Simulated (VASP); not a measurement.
A run of VASP 6.6.1:

Contents of POSCAR:

```
GaN
1.0
    0.0000000000      2.1085152379      2.1951752142
    2.1085152379      0.0000000000      2.1951752142
    2.1085152379      2.1085152379      0.0000000000
Ga N
1 1
Direct
    0.0000000000      0.0000000000      0.0000000000
    0.5000000000      0.5000000000      0.5000000000
```

The input INCAR.step1:

```
SYSTEM = GaN
PREC = Accurate
ENCUT = 520
ISMEAR = 0
SIGMA = 0.01
LREAL = .False.
LASPH = .True.
NELM = 60
NBANDS = 16
GGA = PE
ALGO = Normal
EDIFF = 1E-4
LWAVE = .True.
LCHARG = .False.
```

The input INCAR.step2:

```
SYSTEM = GaN
PREC = Accurate
ENCUT = 520
EDIFF = 1E-6
ISMEAR = 0
SIGMA = 0.01
LREAL = .False.
LASPH = .True.
NELM = 60
ALGO = Normal
ISIF = 2
LWAVE = .False.
LCHARG = .False.
METAGGA = R2SCAN
LMIXTAU = .True.
NBANDS = 16
ISTART = 1
```

File KPOINTS:

```
regular mesh
0
Gamma
  10 10 10
  0 0 0
```

Potentials or basis: VASP PAW PBE potentials, release 64 (Ga_d, N).

Run with:

```bash
$ cat potpaw_PBE.64/Ga_d/POTCAR potpaw_PBE.64/N/POTCAR > POTCAR
$ cp INCAR.step1 INCAR
$ mpirun -np 1 vasp_std > vasp.out
$ cp INCAR.step2 INCAR
$ mpirun -np 1 vasp_std > vasp.out
```

Hardware: 1 thread of Intel Xeon 8259CL (shared host).

Task: Estimate the wall time of this run.

Result: It took 2.6 min on 1 thread of Intel Xeon 8259CL, with other jobs on the host, peak memory 0.17 GiB. Counts: k points 102.
